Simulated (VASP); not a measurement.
# Pr3Mo (P4/mmm) in VASP: notebook, part 2 of 2

VASP 6.6.1. Earlier steps stand in the parts before.

## (3) Single point, PBE, collinear spin

INCAR

```
PREC = Accurate
ENCUT = 500
EDIFF = 1E-6
ISMEAR = 0
SIGMA = 0.1
LREAL = F
LASPH = T
NELM = 200
ALGO = Normal
ISIF = 2
LWAVE = F
LCHARG = F
ISPIN = 2
MAGMOM = 0 0 0 1
LORBIT = 11
LMAXMIX = 6
GGA = PE
NBANDS = 36
GGA_COMPAT = F
```

KPOINTS

```
regular mesh
0
Gamma
  4 4 4
```

POSCAR

```
Pr3Mo
1.0
    4.9430661832      0.0000000000      0.0000000000
    0.0000000000      4.9430661832      0.0000000000
    0.0000000000      0.0000000000      4.7445013517
Pr Mo
3 1
Direct
    0.0000000000      0.0000000000      0.0000000000
    0.5000000000      0.0000000000      0.5000000000
    0.0000000000      0.5000000000      0.5000000000
    0.5000000000      0.5000000000      0.0000000000
```

Potentials or basis: VASP PAW PBE potentials, release 64 (Pr_3, Mo_sv), 4f in core.

Run with:

```
> cat potpaw_PBE.64/Pr_3/POTCAR potpaw_PBE.64/Mo_sv/POTCAR > POTCAR
> mpirun -np 1 vasp_std > vasp.out
```

OUTCAR:

```text
PREC = Accurate
   ENCUT = 500
   EDIFF = 1E-6
   ISMEAR = 0
   LREAL = F
   LASPH = T
   NELM = 200
   ISIF = 2
   ISPIN = 2
   LORBIT = 11
   GGA = PE

 ion  position               nearest neighbor table
   1  0.000  0.000  0.000-   2 3.43   3 3.43   2 3.43   3 3.43   3 3.43   3 3.43   2 3.43   2 3.43
                             4 3.50   4 3.50   4 3.50   4 3.50
   2  0.500  0.000  0.500-   1 3.43   4 3.43   1 3.43   4 3.43   4 3.43   4 3.43   1 3.43   1 3.43
                             3 3.50   3 3.50   3 3.50   3 3.50
   3  0.000  0.500  0.500-   1 3.43   4 3.43   1 3.43   4 3.43   1 3.43   1 3.43   4 3.43   4 3.43
                             2 3.50   2 3.50   2 3.50   2 3.50
   4  0.500  0.500  0.000-   2 3.43   3 3.43   2 3.43   3 3.43   2 3.43   2 3.43   3 3.43   3 3.43
                             1 3.50   1 3.50   1 3.50   1 3.50

  LATTYP: Found a simple tetragonal cell.
 ALAT       =     4.9430661832
 C/A-ratio  =     0.9598296231

  Lattice vectors:

 A1 = (   4.9430661832,   0.0000000000,   0.0000000000)
 A2 = (   0.0000000000,   4.9430661832,   0.0000000000)
 A3 = (   0.0000000000,   0.0000000000,   4.7445013517)

Analysis of symmetry for initial positions (statically):
=====================================================================
 Subroutine PRICEL returns:
 Original cell was already a primitive cell.

 Routine SETGRP: Setting up the symmetry group for a
 simple tetragonal supercell.

 Subroutine GETGRP returns: Found 16 space group operations
 (whereof 16 operations were pure point group operations)
 out of a pool of 16 trial point group operations.

The static configuration has the point symmetry D_4h.

Analysis of symmetry for dynamics (positions and initial velocities):
=====================================================================
 Subroutine PRICEL returns:
 Original cell was already a primitive cell.

 Routine SETGRP: Setting up the symmetry group for a
 simple tetragonal supercell.

 Subroutine GETGRP returns: Found 16 space group operations
[... 162 lines left out ...]
 E-fermi :   4.9661     XC(G=0): -10.4471

 val. band max:        4.9308174167   @ k =   0.5000   0.0000   0.0000
 cond. band min:       4.9733099867   @ k =   0.5000   0.2500   0.2500
 fundamental gap:      0.0424925701
 Fermi energy:         4.9661485504

 spin component 1

 k-point     1 :       0.0000    0.0000    0.0000
  band No.  band energies     occupation
      1     -55.6044      1.00000
      2     -31.3145      1.00000
      3     -30.9950      1.00000
      4     -30.9891      1.00000
      5     -29.7103      1.00000
      6     -29.6678      1.00000
[... 673 lines left out ...]
     34       9.4618      0.00000
     35       9.4618      0.00000
 Fermi energy:         4.9661485504

 spin component 2

 k-point     1 :       0.0000    0.0000    0.0000
  band No.  band energies     occupation
      1     -55.4534      1.00000
      2     -31.3245      1.00000
      3     -31.0044      1.00000
      4     -30.9971      1.00000
      5     -29.5460      1.00000
      6     -29.4988      1.00000
[... 673 lines left out ...]
     34       9.4985      0.00000
     35       9.4985      0.00000
 [bands above 35 left out]

------------------------ aborting loop because EDIFF is reached ----------------------------------------

  FORCE on cell =-STRESS in cart. coord.  units (eV):
  Direction    XX          YY          ZZ          XY          YZ          ZX
  --------------------------------------------------------------------------------------
  -------------------------------------------------------------------------------------
  Total       -0.0597540     -0.0597540     -0.1581021      0.0000000     -0.0000000      0.0000000
  in kB       -0.8258367     -0.8258367     -2.1850668      0.0000000     -0.0000000      0.0000000
  external PRESSURE =      -1.2789134 kB  Pullay stress =       0.0000000 kB

 VOLUME and BASIS-vectors are now :
 -----------------------------------------------------------------------------
  energy-cutoff  :      500.00
  volume of cell :      115.93
      direct lattice vectors                 reciprocal lattice vectors
     4.943066183  0.000000000  0.000000000     0.202303583  0.000000000  0.000000000
     0.000000000  4.943066183  0.000000000     0.000000000  0.202303583  0.000000000
     0.000000000  0.000000000  4.744501352     0.000000000  0.000000000  0.210770306

 POSITION                                       TOTAL-FORCE (eV/Angst)
 -----------------------------------------------------------------------------------
      0.00000      0.00000      0.00000         0.000000      0.000000      0.000000
      2.47153      0.00000      2.37225         0.000000      0.000000      0.000000
      0.00000      2.47153      2.37225         0.000000      0.000000      0.000000
      2.47153      2.47153      0.00000         0.000000      0.000000      0.000000
 -----------------------------------------------------------------------------------
    total drift:                                0.000000      0.000000      0.000000

  FREE ENERGIE OF THE ION-ELECTRON SYSTEM (eV)
  ---------------------------------------------------
  free  energy   TOTEN  =       -22.9169490620 eV

  energy  without entropy=      -22.8840878504  energy(sigma->0) =      -22.90051846

 total charge

# of ion       s       p       d       tot
------------------------------------------
    1        2.131   5.720   1.028   8.879
    2        2.131   5.722   1.016   8.869
    3        2.131   5.722   1.016   8.869
    4        2.332   6.028   3.831  12.191
--------------------------------------------------
tot          8.725  23.193   6.891  38.809

 magnetization (x)

# of ion       s       p       d       tot
------------------------------------------
    1       -0.002  -0.000  -0.021  -0.024
    2       -0.001  -0.001  -0.015  -0.017
    3       -0.001  -0.001  -0.015  -0.017
    4        0.005   0.000   0.233   0.239
--------------------------------------------------
tot          0.001  -0.002   0.182   0.181
```

OSZICAR:

```text
N       E                     dE             d eps       ncg     rms          rms(c)
DAV:   1     0.418998839113E+03    0.41900E+03   -0.23544E+04  2600   0.121E+03
DAV:   2    -0.312519213719E+01   -0.42212E+03   -0.40808E+03  3028   0.341E+02
DAV:   3    -0.247818147890E+02   -0.21657E+02   -0.20928E+02  4188   0.617E+01
DAV:   4    -0.254398817267E+02   -0.65807E+00   -0.65314E+00  3472   0.960E+00
DAV:   5    -0.254641043464E+02   -0.24223E-01   -0.24211E-01  3688   0.139E+00    0.138E+01
DAV:   6    -0.344239259269E+02   -0.89598E+01   -0.44160E+01  2716   0.187E+01    0.229E+01
DAV:   7    -0.229666817348E+02    0.11457E+02   -0.25162E+01  2680   0.155E+01    0.531E+00
DAV:   8    -0.229647558544E+02    0.19259E-02   -0.16470E+00  3620   0.322E+00    0.285E+00
DAV:   9    -0.229317232633E+02    0.33033E-01   -0.21746E-01  3024   0.199E+00    0.170E+00
DAV:  10    -0.229187151813E+02    0.13008E-01   -0.24029E-02  3700   0.471E-01    0.775E-01
DAV:  11    -0.229169667981E+02    0.17484E-02   -0.79465E-03  3568   0.274E-01    0.242E-01
DAV:  12    -0.229169994949E+02   -0.32697E-04   -0.13057E-03  3528   0.122E-01    0.781E-02
DAV:  13    -0.229169481891E+02    0.51306E-04   -0.19233E-04  3008   0.502E-02    0.218E-02
DAV:  14    -0.229169473876E+02    0.80156E-06   -0.12572E-05  3116   0.163E-02    0.133E-02
DAV:  15    -0.229169484341E+02   -0.10465E-05   -0.70357E-06  2440   0.936E-03    0.731E-03
DAV:  16    -0.229169490620E+02   -0.62790E-06   -0.96112E-07  1692   0.355E-03
   1 F= -.22916949E+02 E0= -.22900518E+02  d E =-.328612E-01  mag=     0.1589
```

stdout:

```text
POSCAR found type information on POSCAR PrMo
 POSCAR found :  2 types and       4 ions
 scaLAPACK will be used
 LDA part: xc-table for (Slater+PW92), standard interpolation
 POSCAR, INCAR and KPOINTS ok, starting setup
 FFT: planning ... GRIDC
 FFT: planning ... GRID_SOFT
 FFT: planning ... GRID
 WAVECAR not read
 entering main loop
```

Wall time 53 s (1 thread of Intel Xeon 6975P-C (Granite Rapids), shared host); peak memory 0.3 GiB.

What came out:

```yaml
Free_energy: -22.9169 eV
Pressure: -0.1 GPa
Net_moment: 0.16 μB per cell
Site_moments: Pr -0.02; Mo +0.24 μB
Valence_electrons_inside_the_program's_atomic_spheres: Pr 8.88, 8.87 (each value once); Mo 12.19
```

Caveat: the magnetic or orbital state may not be the lowest; spin-orbit coupling is left out, which moves the levels of the heavy elements; the 4f electrons are frozen in the core, so they carry no moment and show no levels.

## (4) Single point, PBE

This run uses another cell than the first one, of 28.61 Å³/atom.

INCAR

```
SYSTEM = Pr3Mo
  ALGO = Normal
  EDIFF = 1E-6
  ENCUT = 500
  GGA = PE
  GGA_COMPAT = .False.
  ISIF = 2
  ISMEAR = 0
  LASPH = .True.
  LCHARG = .True.
  LELF = .True.
  LMAXMIX = 6
  LREAL = .False.
  LVHAR = .True.
  LWAVE = .False.
  NBANDS = 32
  NELM = 200
  PREC = Accurate
  SIGMA = 0.1
```

KPOINTS

```
k-points
0
Gamma
  10 10 10
  0 0 0
```

POSCAR

```
Pr3Mo
1.0
    4.8552542200      0.0000000000      0.0000000000
    0.0000000000      4.8552542200      0.0000000000
    0.0000000000      0.0000000000      4.8538937744
Pr Mo
3 1
Direct
    0.0000000000      0.0000000000      0.0000000000
    0.5000000000      0.0000000000      0.5000000000
    0.0000000000      0.5000000000      0.5000000000
    0.5000000000      0.5000000000      0.0000000000
```

Run with:

```
> cat potpaw_PBE.64/Pr_3/POTCAR potpaw_PBE.64/Mo_sv/POTCAR > POTCAR
> mpirun -np 1 vasp_std > vasp.out
```

It took 2.1 min on 1 thread of Intel Xeon 6975P-C (Granite Rapids), shared host; peak memory 0.48 GiB.

The run converged. Its results:

```
Free energy            : -22.9650 eV
Pressure               : 0.0 GPa
Band gap on the k mesh : zero (an odd number of electrons rules out a gap without spin polarisation)
```

Levels at points of the mesh, in eV from the Fermi level:
| k point | band 19 | band 20 | band 21 | band 22 | band 23 | band 24 | band 25 | band 26 | band 27 | band 28 |
| --- | --- | --- | --- | --- | --- | --- | --- | --- | --- | --- |
| (0.00, 0.00, 0.00) | -2.41 | -2.41 | -1.99 | -1.99 | -1.99 | 0.78 | 0.78 | 0.78 | 2.50 | 2.50 |
| (0.50, 0.00, 0.00) | -1.43 | -1.23 | -1.10 | -0.59 | -0.25 | -0.25 | 0.13 | 0.13 | 0.25 | 2.10 |
| (0.50, 0.50, 0.00) | -0.72 | -0.72 | -0.45 | -0.39 | -0.33 | -0.33 | 0.27 | 0.27 | 0.31 | 0.35 |
| (0.00, 0.00, 0.50) | -1.43 | -1.23 | -1.10 | -0.59 | -0.25 | -0.25 | 0.13 | 0.13 | 0.25 | 2.11 |
| (0.50, 0.00, 0.50) | -0.72 | -0.72 | -0.45 | -0.39 | -0.33 | -0.33 | 0.27 | 0.27 | 0.32 | 0.35 |
| (0.50, 0.50, 0.50) | -2.15 | -2.15 | -0.06 | -0.06 | 0.48 | 0.48 | 0.48 | 1.46 | 1.47 | 1.47 |

Caveat: spin-orbit coupling is left out, which moves the levels of the heavy elements; the 4f electrons are frozen in the core, so they carry no moment and show no levels. Spin polarisation is off, so any magnetic state and its effect on volume and gap are missing.

## (5) Overview

```tsv
spin	cell	k mesh	gap on the mesh (eV)	pressure (GPa)
off	a = 4.943, b = 4.943, c = 4.745 Å, 4 atoms	4 × 4 × 4	none	-0.1
collinear	a = 4.943, b = 4.943, c = 4.745 Å, 4 atoms	4 × 4 × 4	none	-0.1
off	a = 4.855, b = 4.855, c = 4.854 Å, 4 atoms	10 × 10 × 10	none	0.0
```

Alike in all rows: task single point; level PBE; potentials or basis VASP PAW PBE potentials, release 64 (Pr_3, Mo_sv), 4f in core; cutoff (eV) 500; smearing gaussian 0.1 eV.

Caveats: spin-orbit coupling is left out, which moves the levels of the heavy elements; the 4f electrons are frozen in the core, so they carry no moment and show no levels; the magnetic or orbital state may not be the lowest (at least some runs).

Total energies depend on the potentials used, so only differences within one code and one set of settings carry meaning.
